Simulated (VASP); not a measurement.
Crystal: Ga.

```
Ga
1.0
     4.40913    0.00000    0.00000
    -2.20457    3.81842    0.00000
     0.00000    0.00000    5.06372
Ga
4
Direct
  0.00000 0.00000 0.25000
  0.00000 0.00000 0.75000
  0.33333 0.66667 0.75000
  0.66667 0.33333 0.25000
```

This isn't the form of Ga at room conditions, which is orthorhombic.

| Item | Value |
| --- | --- |
| Program | VASP 6.6.1 |
| Task | relaxation of cell and atoms |
| Functional | PBEsol |
| Potentials or basis | VASP PAW PBE potentials, release 64 (Ga_d) |
| Cutoff | 600 eV |
| k mesh | 6 × 6 × 4 |
| Occupations | gaussian, width 0.1 eV |
| Spin | no spin polarisation |

At the start: pressure 0.2 GPa; volume 21.31 Å³/atom.

Where does the relaxation end?

Over 3 steps the energy falls by 3.9 meV/atom and the volume is 21.43 Å³/atom (+0.5 %); space group P6_3/mmc (No. 194, to 0.1 Å) before and after.

Step by step:
```csv
step,energy change (eV),largest force (eV/Å),pressure (GPa),volume (Å³)
1,0.0000,0.0000,0.18,85.25
2,-0.0126,0.0000,-0.10,85.53
3,-0.0157,0.0000,-0.20,85.71
```

Final structure:
```cif
data_structure
_symmetry_space_group_name_H-M 'P 1'
_symmetry_Int_Tables_number 1
_cell_length_a 4.3773
_cell_length_b 4.3773
_cell_length_c 5.1652
_cell_angle_alpha 90.000
_cell_angle_beta 90.000
_cell_angle_gamma 120.000
_cell_volume 85.71
loop_
_atom_site_label
_atom_site_type_symbol
_atom_site_fract_x
_atom_site_fract_y
_atom_site_fract_z
_atom_site_occupancy
Ga1 Ga 0.00000 0.00000 0.25000 1
Ga2 Ga 0.00000 0.00000 0.75000 1
Ga3 Ga 0.33333 0.66667 0.75000 1
Ga4 Ga 0.66667 0.33333 0.25000 1
```

Caveat: the PAW data sets were made with another functional, which shifts forces and pressure a little.
